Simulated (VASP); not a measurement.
**BAs: single point with HSE06**

The system is BAs.

```
B As
1.0
     0.00000    2.39187    2.39187
     2.39187    0.00000    2.39187
     2.39187    2.39187    0.00000
B As
1 1
Direct
  0.00000 0.00000 0.00000
  0.25000 0.25000 0.25000
```

| Item | Value |
| --- | --- |
| Program | VASP 6.6.1 |
| Task | single point |
| Functional | HSE06 |
| Potentials or basis | VASP PAW PBE potentials, release 64 (B, As) |
| Cutoff | 520 eV |
| k mesh | 6 × 6 × 6 |
| Occupations | gaussian, width 0.01 eV |
| Spin | non-collinear spin, zero start, spin-orbit coupling |
| Starting moments | [[0.0, 0.0, 0.0], [0.0, 0.0, 0.0]] μB |
| Dipole correction | no |
| Grid for exact exchange (PRECFOCK) | Normal |
| Further INCAR settings | ALGO = Normal; EDIFF = 1e-07; NBANDS = 20 |
| Share of exact exchange | 0.25 |
| Screening parameter | 0.2079 1/Å |

```json
{"Pressure": "-1.2 GPa", "Net moment": "0.00 μB per cell", "Valence electrons inside the program's atomic spheres": "B 1.82; As 2.98"}
```

Moments on the atoms (μB; x, y, z):
```
B   0.00 0.00 0.00
As  0.00 0.00 0.00
```

Run time: 71 min on 1 thread of Oxide Virtual Turin-like Processor (shared host), peak memory 0.33 GiB.

Caveat: the k points lie up to 0.38 Å⁻¹ apart; the PAW data sets were made with another functional, which shifts forces and pressure a little.
